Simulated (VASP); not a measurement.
Set up this calculation in VASP 6.6.1, as the native input.

* Task: single point
* Functional: PBE
* Potentials or basis: VASP PAW PBE potentials, release 64 (Si, O)
* Cutoff: 600 eV
* k mesh: 41 × 41 × 41
* Occupations: fermi-dirac, width 0.0612256 eV
* Spin: no spin polarisation
* Dipole correction: no
* Further INCAR settings: ALGO = Normal; EDIFF = 1e-06; NBANDS = 15

The structure of SiO2 (fluorite type) lies in POSCAR:

```
SiO2
1.0
    0.0000000000      2.2443529505      2.2443529505
    2.2443529505      0.0000000000      2.2443529505
    2.2443529505      2.2443529505      0.0000000000
Si O
1 2
Direct
    0.0000000000      0.0000000000      0.0000000000
    0.2500000000      0.2500000000      0.2500000000
    0.7500000000      0.7500000000      0.7500000000
```

The input as run:

INCAR

```
SYSTEM = SiO2
PREC     = Accurate       ! precision mode
ENCUT    = 600            ! plane-wave cutoff, eV
EDIFF    = 1E-6           ! SCF threshold, eV
ISMEAR   = -1             ! smearing method
SIGMA    = 0.06122561905347299 ! smearing width, eV
LREAL    = .FALSE.        ! projectors in reciprocal space
LASPH    = .TRUE.         ! aspherical terms in the spheres
NELM     = 120            ! most SCF steps
ALGO     = Normal         ! electronic algorithm
ISIF     = 2              ! what is computed and relaxed
LWAVE    = .FALSE.        ! write WAVECAR
LCHARG   = .TRUE.         ! write CHGCAR
GGA      = PE             ! functional
LELF     = .TRUE.         ! ELF
LVHAR    = .TRUE.       
NBANDS   = 15             ! bands
GGA_COMPAT= .FALSE.
```

KPOINTS

```
regular mesh
0
G
  41 41 41
  0 0 0
```

Potentials or basis: VASP PAW PBE potentials, release 64 (Si, O).

Run with:

```bash
$ cat potpaw_PBE.64/Si/POTCAR potpaw_PBE.64/O/POTCAR > POTCAR
$ mpirun -np 1 vasp_std > vasp.out
```

It gave:

- Pressure: 18.6 GPa
- Band gap on the k mesh: 2.09 eV (least direct gap 2.10 eV)

Caveat: the cell stands under pressure; an odd mesh through Γ misses points on the zone boundary, where band edges can lie.

Run time: 7.7 min on 1 thread of Intel(R) Xeon(R) Platinum 8488C (Sapphire Rapids) (shared host), peak memory 0.68 GiB.
